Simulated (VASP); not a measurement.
# Ti5H in VASP: a series of runs

Runs on Ti5H. Level: PBE. Tasks: single point.

Program: VASP 6.6.1. These are calculated values, not measurements. Logs are shortened: lines on timing, memory, paths and dates and some standing lists are left out, and cuts for length are marked.

## (1) The cell of the first run

The cell holds a slab with vacuum, 6 atoms: a = 2.938 Å, b = 2.938 Å, c = 26.212 Å, α = 90.00°, β = 90.00°, γ = 120.00°.

## (2) Single point, PBE, collinear spin

The input, INCAR:

```
SYSTEM = Ti5H
PREC = Accurate
ENCUT = 520
EDIFF = 1E-6
ISMEAR = 0
SIGMA = 0.1
LREAL = .FALSE.
LASPH = .TRUE.
NELM = 150
ALGO = Normal
ISIF = 2
LWAVE = .FALSE.
LCHARG = .FALSE.
ISPIN = 2
MAGMOM = 0 0 0 0 0 1
LORBIT = 11
LMAXMIX = 4
LDIPOL = .TRUE.
IDIPOL = 3
DIPOL = 0.5 0.5 0.362
GGA = PE
NBANDS = 44
```

The input, KPOINTS:

```
Automatic mesh
0
G
  9 9 1
  0 0 0
```

The input, POSCAR:

```
Ti5H
1.0
    2.9381632084      0.0000000000      0.0000000000
   -1.4690816042      2.5445239789      0.0000000000
    0.0000000000      0.0000000000     26.2117060745
Ti H
5 1
Direct
    0.6666666667      0.3333333333      0.1526035729
    0.3333333333      0.6666666667      0.2413132777
    0.6666666667      0.3333333333      0.3306032017
    0.3333333333      0.6666666667      0.4219530445
    0.6666666667      0.3333333333      0.5040383879
    1.3333333333     -0.3333333333      0.5204432720
```

Potentials or basis: VASP PAW PBE potentials, release 64 (Ti_sv, H).

Run with:

```bash
$ cat potpaw_PBE.64/Ti_sv/POTCAR potpaw_PBE.64/H/POTCAR > POTCAR
$ mpirun -np 1 vasp_std > vasp.out
```

OUTCAR:

```text
SYSTEM = Ti5H
   PREC = Accurate
   ENCUT = 520
   EDIFF = 1E-6
   ISMEAR = 0
   LREAL = .FALSE.
   LASPH = .TRUE.
   NELM = 150
   ISIF = 2
   ISPIN = 2
   LORBIT = 11
   GGA = PE

 ion  position               nearest neighbor table
   1  0.667  0.333  0.153-   2 2.88   2 2.88   2 2.88
   2  0.333  0.667  0.241-   1 2.88   1 2.88   1 2.88   3 2.89   3 2.89   3 2.89
   3  0.667  0.333  0.331-   2 2.89   2 2.89   2 2.89
   4  0.333  0.667  0.422-   5 2.74   5 2.74   5 2.74
   5  0.667  0.333  0.504-   6 1.75   6 1.75   6 1.75   4 2.74   4 2.74   4 2.74
   6  0.333  0.667  0.520-   5 1.75   5 1.75   5 1.75

  LATTYP: Found a hexagonal cell.
 ALAT       =     2.9381632084
 C/A-ratio  =     8.9211198342

  Lattice vectors:

 A1 = (   2.9381632084,   0.0000000000,   0.0000000000)
 A2 = (  -1.4690816042,   2.5445239789,   0.0000000000)
 A3 = (   0.0000000000,   0.0000000000,  26.2117060745)

Analysis of symmetry for initial positions (statically):
=====================================================================
 Subroutine PRICEL returns:
 Original cell was already a primitive cell.

 Routine SETGRP: Setting up the symmetry group for a
 hexagonal supercell.

 Subroutine GETGRP returns: Found  6 space group operations
 (whereof  6 operations were pure point group operations)
 out of a pool of 24 trial point group operations.

The static configuration has the point symmetry C_3v.

Analysis of symmetry for dynamics (positions and initial velocities):
=====================================================================
 Subroutine PRICEL returns:
 Original cell was already a primitive cell.

 Routine SETGRP: Setting up the symmetry group for a
 hexagonal supercell.

 Subroutine GETGRP returns: Found  6 space group operations
 (whereof  6 operations were pure point group operations)
 out of a pool of 24 trial point group operations.

The dynamic configuration has the point symmetry C_3v.

Analysis of structural, dynamic, and magnetic symmetry:
=====================================================================
 Subroutine PRICEL returns:
 Original cell was already a primitive cell.

 Routine SETGRP: Setting up the symmetry group for a
 hexagonal supercell.

 Subroutine GETGRP returns: Found  6 space group operations
 (whereof  6 operations were pure point group operations)
 out of a pool of 24 trial point group operations.

The overall configuration has the point symmetry C_3v.

 Subroutine INISYM returns: Found  6 space group operations
 (whereof  6 operations are pure point group operations),
 and found     1 'primitive' translations

----------------------------------------------------------------------------------------

                                     Primitive cell

  volume of cell :     195.9647

  direct lattice vectors                    reciprocal lattice vectors
     2.938163208  0.000000000  0.000000000     0.340348690  0.196500408  0.000000000
    -1.469081604  2.544523979  0.000000000     0.000000000  0.393000816  0.000000000
     0.000000000  0.000000000 26.211706075     0.000000000  0.000000000  0.038150893

  length of vectors
     2.938163208  2.938163208 26.211706075     0.393000816  0.393000816  0.038150893

  position of ions in fractional coordinates (direct lattice)
     0.666666667  0.333333333  0.152603573
     0.333333333  0.666666667  0.241313278
     0.666666667  0.333333333  0.330603202
     0.333333333  0.666666667  0.421953045
     0.666666667  0.333333333  0.504038388
     0.333333333  0.666666667  0.520443272

  ion indices of the primitive-cell ions
   primitive index   ion index
                 1           1
                 2           2
                 3           3
                 4           4
                 5           5
                 6           6

----------------------------------------------------------------------------------------

 KPOINTS: Automatic mesh

Automatic generation of k-mesh.
 Grid dimensions read from file:
 generate k-points for:    9    9    1

 Generating k-lattice:

  Cartesian coordinates                     Fractional coordinates (reciprocal lattice)
     0.037816521  0.021833379  0.000000000     0.111111111  0.000000000  0.000000000
[... 36 lines left out ...]
 SYSTEM =  Ti5H
   PREC   = accura    normal or accurate (medium, high low for compatibility)
   ISTART =      0    job   : 0-new  1-cont  2-samecut
   ICHARG =      2    charge: 1-file 2-atom 10-const
   ISPIN  =      2    spin polarized calculation?
   LNONCOLLINEAR =      F non collinear calculations
   LSORBIT =      F    spin-orbit coupling
   LASPH  =      T    aspherical Exc in radial PAW
   ENCUT  =  520.0 eV  38.22 Ry    6.18 a.u.   5.46  5.46 48.74*2*pi/ulx,y,z
   NELM   =    150;   NELMIN=  2; NELMDL= -5     # of ELM steps
   EDIFF  = 0.1E-05   stopping-criterion for ELM
   LREAL  =      F    real-space projection
   EDIFFG = 0.1E-04   stopping-criterion for IOM
   NSW    =      0    number of steps for IOM
   IBRION =     -1    ionic relax: 0-MD 1-quasi-New 2-CG
   NFREE  =      0    steps in history (QN), initial steepest desc. (CG)
   ISIF   =      2    stress and relaxation
   ISYM   =      2    0-nonsym 1-usesym 2-fastsym
   POTIM  = 0.5000    time-step for ionic-motion
   TEBEG  =    0.0;   TEEND  =   0.0 temperature during run
   PSTRESS=    0.0 pullay stress
   NELECT =      61.0000    total number of electrons
   NUPDOWN=      -1.0000    fix difference up-down
   EMIN   =  10.00;   EMAX   =-10.00  energy-range for DOS
   EFERMI =   0.00;   METHOD = LEGACY
   ISMEAR =     0;   SIGMA  =   0.10  broadening in eV -4-tet -1-fermi 0-gaus
   EFERMI_NEDOS =   21; number of points for ismear=-14 and -15
   IALGO  =     38    algorithm
   IMIX   =      4    mixing-type and parameters
     AMIX     =   0.40;   BMIX     =  1.00
     AMIX_MAG =   1.60;   BMIX_MAG =  1.00
  volume/ion in A,a.u.               =      32.66       220.41
  Fermi-wavevector in a.u.,A,eV,Ry     =   1.109495  2.096642 16.748502  1.230980
  Thomas-Fermi vector in A             =   2.246036
   LORBIT       =     11    0 simple, 1 ext, 2 COOP (PROOUT), +10 PAW based schemes
   GGA     = PE    functional components
   LHFCALC =     F    Hartree Fock is set to
   AEXX    =    0.0000 exact exchange contribution
   IVDW    =     0    specifies the selected vdW correction
   LEPSILON=     F    determine dielectric tensor
   LRPA    =     F    only Hartree local field effects (RPA)
 spin polarized calculation
 Gauss-broadening in eV      SIGMA  =   0.10
  energy-cutoff  :      520.00
  volume of cell :      195.96
 maximum number of plane-waves:      5389
 NGX is ok and might be reduce to    24
   NGX = 11   NGY = 11   NGZ = 97

 dipolmoment           0.000000      0.000000      0.114704 electrons x Angstroem

 number of electron      60.9999991 magnetization       0.0023201

 number of electron      60.9999991 magnetization      -0.0000482

 dipolmoment           0.000000      0.000000     -0.006271 electrons x Angstroem

 Free energy of the ion-electron system (eV)
  ---------------------------------------------------
  ext. energy  EPLUGINS =         0.00000000
  ---------------------------------------------------
  free energy    TOTEN  =       -41.32558257 eV

  energy without entropy =      -41.28010979  energy(sigma->0) =      -41.30284618

 E-fermi :   1.4190     XC(G=0):  -5.8773

 val. band max:        1.4128789127   @ k =   0.3333   0.1111   0.0000
 cond. band min:       1.4304625693   @ k =   0.3333   0.0000   0.0000
 fundamental gap:      0.0175836565
 Fermi energy:         1.4189729440

 spin component 1

 k-point     1 :       0.0000    0.0000    0.0000
  band No.  band energies     occupation
      1     -55.5562      1.00000
      2     -55.4264      1.00000
      3     -55.3858      1.00000
      4     -55.3303      1.00000
      5     -55.2524      1.00000
      6     -32.0125      1.00000
[... 529 lines left out ...]
     41       4.1675      0.00000
     42       4.3186      0.00000
 Fermi energy:         1.4189729440

 spin component 2

 k-point     1 :       0.0000    0.0000    0.0000
  band No.  band energies     occupation
      1     -55.5561      1.00000
      2     -55.4264      1.00000
      3     -55.3859      1.00000
      4     -55.3303      1.00000
      5     -55.2524      1.00000
      6     -32.0125      1.00000
[... 529 lines left out ...]
     41       4.1676      0.00000
     42       4.3186      0.00000
 [bands above 42 left out]

------------------------ aborting loop because EDIFF is reached ----------------------------------------

 vacuum level on the upper side and lower side of the slab       (xc-potential included)        -0.078         0.070

  FORCE on cell =-STRESS in cart. coord.  units (eV):
  Direction    XX          YY          ZZ          XY          YZ          ZX
  --------------------------------------------------------------------------------------
  -------------------------------------------------------------------------------------
  Total        1.4331615      1.4331615      0.0578624      0.0000000      0.0000000      0.0000000
  in kB       11.7173110     11.7173110      0.4730743      0.0000000      0.0000000      0.0000000
  external PRESSURE =       7.9692321 kB  Pullay stress =       0.0000000 kB

 VOLUME and BASIS-vectors are now :
 -----------------------------------------------------------------------------
  energy-cutoff  :      520.00
  volume of cell :      195.96
      direct lattice vectors                 reciprocal lattice vectors
     2.938163208  0.000000000  0.000000000     0.340348690  0.196500408  0.000000000
    -1.469081604  2.544523979  0.000000000     0.000000000  0.393000816  0.000000000
     0.000000000  0.000000000 26.211706075     0.000000000  0.000000000  0.038150893

 POSITION                                       TOTAL-FORCE (eV/Angst)
 -----------------------------------------------------------------------------------
      1.46908      0.84817      4.00000        -0.000000     -0.000000      0.571051
     -0.00000      1.69635      6.32523        -0.000000      0.000000     -0.557558
      1.46908      0.84817      8.66567        -0.000000      0.000000      0.145149
     -0.00000      1.69635     11.06011         0.000000      0.000000     -0.743339
      1.46908      0.84817     13.21171         0.000000      0.000000     -0.727208
     -0.00000      1.69635     13.64171        -0.000000     -0.000000      1.311905
 -----------------------------------------------------------------------------------
    total drift:                               -0.000000      0.000000      0.000117

  FREE ENERGIE OF THE ION-ELECTRON SYSTEM (eV)
  ---------------------------------------------------
  free  energy   TOTEN  =       -41.3255825733 eV

  energy  without entropy=      -41.2801097888  energy(sigma->0) =      -41.30284618

 vacuum level on the upper side and lower side of the slab         5.737         5.887

 total charge

# of ion       s       p       d       tot
------------------------------------------
    1        2.250   6.061   1.885  10.196
    2        2.247   6.120   1.874  10.241
    3        2.247   6.115   1.874  10.236
    4        2.254   6.130   1.891  10.275
    5        2.229   6.167   1.995  10.391
    6        0.622   0.021   0.000   0.643
--------------------------------------------------
tot         11.850  30.614   9.519  51.983

 magnetization (x)

# of ion       s       p       d       tot
------------------------------------------
    1       -0.000   0.000   0.000   0.000
    2        0.000   0.000  -0.000  -0.000
    3       -0.000  -0.000  -0.000  -0.000
    4        0.000   0.000  -0.000  -0.000
    5        0.000   0.000   0.000   0.000
    6        0.000   0.000   0.000   0.000
--------------------------------------------------
tot         -0.000   0.000   0.000   0.000
```

Wall time 6.9 min (1 thread of Intel Xeon 6975P-C (Granite Rapids), shared host); peak memory 0.49 GiB.

Results:

```
Free energy                                           : -41.3256 eV
Largest force                                         : 1.312 eV/Å
Net moment                                            : 0.00 μB per cell
Valence electrons inside the program's atomic spheres : Ti 10.20, 10.24, 10.28, 10.39 (each value once); H 0.64
```

Forces in eV/Å, atoms in the order of the input:
```
Ti   0.000  0.000  0.571
Ti   0.000  0.000 -0.558
Ti   0.000  0.000  0.145
Ti   0.000  0.000 -0.743
Ti   0.000  0.000 -0.727
H    0.000  0.000  1.312
```

Levels at points of the mesh, in eV from the Fermi level:
Spin up:
| k point | band 26 | band 27 | band 28 | band 29 | band 30 | band 31 | band 32 | band 33 | band 34 | band 35 |
| --- | --- | --- | --- | --- | --- | --- | --- | --- | --- | --- |
| (0.00, 0.00, 0.00) | -0.27 | -0.08 | 0.19 | 0.42 | 0.43 | 0.43 | 0.62 | 0.65 | 0.65 | 0.72 |
Spin down:
| k point | band 26 | band 27 | band 28 | band 29 | band 30 | band 31 | band 32 | band 33 | band 34 | band 35 |
| --- | --- | --- | --- | --- | --- | --- | --- | --- | --- | --- |
| (0.00, 0.00, 0.00) | -0.27 | -0.08 | 0.19 | 0.42 | 0.43 | 0.43 | 0.62 | 0.65 | 0.65 | 0.72 |

## (3) Single point, PBE, collinear spin

INCAR, as its differences from that of step 2:

```diff
@@ -19,3 +19,3 @@
 IDIPOL = 3
-DIPOL = 0.5 0.5 0.362
+DIPOL = 0.5 0.5 0.367
 GGA = PE
```

The input, KPOINTS:

```
regular mesh
0
G
  9 9 1
  0 0 0
```

POSCAR, as its differences from that of step 2:

```diff
@@ -13,2 +13,2 @@
     0.6666666667      0.3333333333      0.5040383879
-    1.3333333333     -0.3333333333      0.5204432720
+    1.3333333333     -0.3333333333      0.5517270045
```

Potentials or basis: VASP PAW PBE potentials, release 64 (Ti_sv, H).

Run with:

```bash
$ cat potpaw_PBE.64/Ti_sv/POTCAR potpaw_PBE.64/H/POTCAR > POTCAR
$ mpirun -np 1 vasp_std > vasp.out
```

OUTCAR:

```text
SYSTEM = Ti5H
   PREC = Accurate
   ENCUT = 520
   EDIFF = 1E-6
   ISMEAR = 0
   LREAL = .FALSE.
   LASPH = .TRUE.
   NELM = 150
   ISIF = 2
   ISPIN = 2
   LORBIT = 11
   GGA = PE

 ion  position               nearest neighbor table
   1  0.667  0.333  0.153-   2 2.88   2 2.88   2 2.88
   2  0.333  0.667  0.241-   1 2.88   1 2.88   1 2.88   3 2.89   3 2.89   3 2.89
   3  0.667  0.333  0.331-   2 2.89   2 2.89   2 2.89
   4  0.333  0.667  0.422-   5 2.74   5 2.74   5 2.74
   5  0.667  0.333  0.504-   4 2.74   4 2.74   4 2.74
   6  0.333  0.667  0.552-

  LATTYP: Found a hexagonal cell.
 ALAT       =     2.9381632084
 C/A-ratio  =     8.9211198342

  Lattice vectors:

 A1 = (   2.9381632084,   0.0000000000,   0.0000000000)
 A2 = (  -1.4690816042,   2.5445239789,   0.0000000000)
 A3 = (   0.0000000000,   0.0000000000,  26.2117060745)

Analysis of symmetry for initial positions (statically):
=====================================================================
 Subroutine PRICEL returns:
 Original cell was already a primitive cell.

 Routine SETGRP: Setting up the symmetry group for a
 hexagonal supercell.

 Subroutine GETGRP returns: Found  6 space group operations
 (whereof  6 operations were pure point group operations)
 out of a pool of 24 trial point group operations.

The static configuration has the point symmetry C_3v.

Analysis of symmetry for dynamics (positions and initial velocities):
=====================================================================
 Subroutine PRICEL returns:
 Original cell was already a primitive cell.

 Routine SETGRP: Setting up the symmetry group for a
 hexagonal supercell.

 Subroutine GETGRP returns: Found  6 space group operations
 (whereof  6 operations were pure point group operations)
 out of a pool of 24 trial point group operations.

The dynamic configuration has the point symmetry C_3v.

[... 175 lines left out ...]
      3     -55.5016      1.00000
      4     -55.4544      1.00000
      5     -55.3497      1.00000
      6     -32.2214      1.00000
[... 529 lines left out ...]
     41       3.9750      0.00000
     42       4.2034      0.00000
 Fermi energy:         1.2610133578

 spin component 2

 k-point     1 :       0.0000    0.0000    0.0000
  band No.  band energies     occupation
      1     -55.9117      1.00000
      2     -55.7247      1.00000
      3     -55.5527      1.00000
      4     -55.4752      1.00000
      5     -55.4478      1.00000
      6     -32.3124      1.00000
[... 529 lines left out ...]
     41       3.8563      0.00000
     42       4.1409      0.00000
 [bands above 42 left out]

------------------------ aborting loop because EDIFF is reached ----------------------------------------

 vacuum level on the upper side and lower side of the slab       (xc-potential included)         0.290        -0.522

  FORCE on cell =-STRESS in cart. coord.  units (eV):
  Direction    XX          YY          ZZ          XY          YZ          ZX
  --------------------------------------------------------------------------------------
  -------------------------------------------------------------------------------------
  Total       -1.7810255     -1.7810255     -1.1908118      0.0000000      0.0000000      0.0000000
  in kB      -14.5613945    -14.5613945     -9.7358970      0.0000000      0.0000000      0.0000000
  external PRESSURE =     -12.9528954 kB  Pullay stress =       0.0000000 kB

 VOLUME and BASIS-vectors are now :
 -----------------------------------------------------------------------------
  energy-cutoff  :      520.00
  volume of cell :      195.96
      direct lattice vectors                 reciprocal lattice vectors
     2.938163208  0.000000000  0.000000000     0.340348690  0.196500408  0.000000000
    -1.469081604  2.544523979  0.000000000     0.000000000  0.393000816  0.000000000
     0.000000000  0.000000000 26.211706075     0.000000000  0.000000000  0.038150893

 POSITION                                       TOTAL-FORCE (eV/Angst)
 -----------------------------------------------------------------------------------
      1.46908      0.84817      4.00000        -0.000000      0.000000      0.463508
     -0.00000      1.69635      6.32523         0.000000     -0.000000     -0.440146
      1.46908      0.84817      8.66567         0.000000     -0.000000      0.042923
     -0.00000      1.69635     11.06011        -0.000000      0.000000     -0.621262
      1.46908      0.84817     13.21171        -0.000000     -0.000000      1.396879
     -0.00000      1.69635     14.46171         0.000000      0.000000     -0.841901
 -----------------------------------------------------------------------------------
    total drift:                               -0.000000      0.000000     -0.000470

  FREE ENERGIE OF THE ION-ELECTRON SYSTEM (eV)
  ---------------------------------------------------
  free  energy   TOTEN  =       -41.7384875741 eV

  energy  without entropy=      -41.7096575674  energy(sigma->0) =      -41.72407257

 vacuum level on the upper side and lower side of the slab         6.116         5.350

 total charge

# of ion       s       p       d       tot
------------------------------------------
    1        2.246   6.071   1.878  10.195
    2        2.246   6.122   1.870  10.238
    3        2.246   6.116   1.872  10.235
    4        2.254   6.135   1.887  10.276
    5        2.222   6.125   1.873  10.221
    6        0.508   0.006   0.000   0.514
--------------------------------------------------
tot         11.724  30.575   9.380  51.679

 magnetization (x)

# of ion       s       p       d       tot
------------------------------------------
    1       -0.011  -0.046  -0.551  -0.608
    2        0.001  -0.000   0.069   0.070
    3       -0.000  -0.002  -0.028  -0.031
    4        0.000  -0.000  -0.008  -0.008
    5        0.000   0.001   0.013   0.014
    6       -0.000   0.000   0.000  -0.000
--------------------------------------------------
tot         -0.011  -0.048  -0.505  -0.564
```

Wall time 7.6 min (1 thread of Intel Xeon 6975P-C (Granite Rapids), shared host); peak memory 0.49 GiB.

What came out:

* Free energy: -41.7385 eV
* Largest force: 1.397 eV/Å
* Band gap on the k mesh: zero (filled and empty bands overlap)
* Net moment: -0.97 μB per cell
* Site moments: Ti -0.61, +0.07, -0.03, -0.01, +0.01; H -0.00 μB
* Valence electrons inside the program's atomic spheres: Ti 10.20, 10.24, 10.23, 10.28, 10.22; H 0.51

Forces in eV/Å, atoms in the order of the input:
```
Ti   0.000  0.000  0.464
Ti   0.000  0.000 -0.440
Ti   0.000  0.000  0.043
Ti   0.000  0.000 -0.621
Ti   0.000  0.000  1.397
H    0.000  0.000 -0.842
```

The gap in the log of VASP goes by the Fermi energy; the results here count the filled bands.